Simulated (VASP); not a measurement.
The system is HfO2.

```
CELL_PARAMETERS angstrom
3.55802 0.00000 0.00000
0.00000 3.55802 0.00000
0.00000 0.00000 5.17186
ATOMIC_POSITIONS crystal
Hf 0.00000 0.00000 0.00000
Hf 0.50000 0.50000 0.50000
O 0.00000 0.50000 0.19721
O 0.50000 0.00000 0.30279
O 0.50000 0.00000 0.80279
O 0.00000 0.50000 0.69721
```

| Property | Result |
| --- | --- |
| Program | VASP 6.6.1 |
| Task | relaxation of cell and atoms |
| Functional | revPBE |
| Potentials or basis | VASP PAW PBE potentials, release 64 (Hf_pv, O) |
| Cutoff | 600 eV |
| k mesh | 8 × 8 × 5 |
| Occupations | fermi-dirac, width 0.05 eV |
| Spin | no spin polarisation |

At the start: pressure 9.9 GPa; volume 10.91 Å³/atom.

Question: How do energy, volume and symmetry change on relaxing?

Answer: Over 13 steps the energy falls by 14.3 meV/atom and the volume is 11.44 Å³/atom (+4.8 %); space group P4_2/nmc (No. 137, to 0.1 Å) before and after.

Step by step:
```
step  energy change (eV)  largest force (eV/Å)  pressure (GPa)  volume (Å³)
   1              0.0000                0.1149            9.94        65.47
   2              0.0875                0.3857          -12.07        72.10
   3             -0.0772                0.1074           -0.18        68.07
   4             -0.0772                0.1020            0.16        68.00
   5             -0.0792                0.0940            0.16        68.08
   6             -0.0831                0.0666            0.17        68.32
   7             -0.0808                0.0005            0.35        68.78
   8             -0.0838                0.0486            0.20        68.46
   9             -0.0852                0.0234           -0.08        68.62
  10             -0.0854                0.0076           -0.27        68.73
  11             -0.0854                0.0103           -0.25        68.72
  12             -0.0855                0.0068            0.15        68.61
  13             -0.0855                0.0013            0.02        68.65
```

Final structure:
```xyz
6
Lattice="3.6055 0.0000 0.0000 0.0000 3.6055 0.0000 0.0000 0.0000 5.2806" Properties=species:S:1:pos:R:3 pbc="T T T"
Hf    0.0000    0.0000    0.0000
Hf    1.8027    1.8027    2.6403
O     0.0000    1.8027    1.0087
O     1.8027    0.0000    1.6316
O     1.8027    0.0000    4.2720
O     0.0000    1.8027    3.6490
```

Caveat: the PAW data sets were made with another functional, which shifts forces and pressure a little.
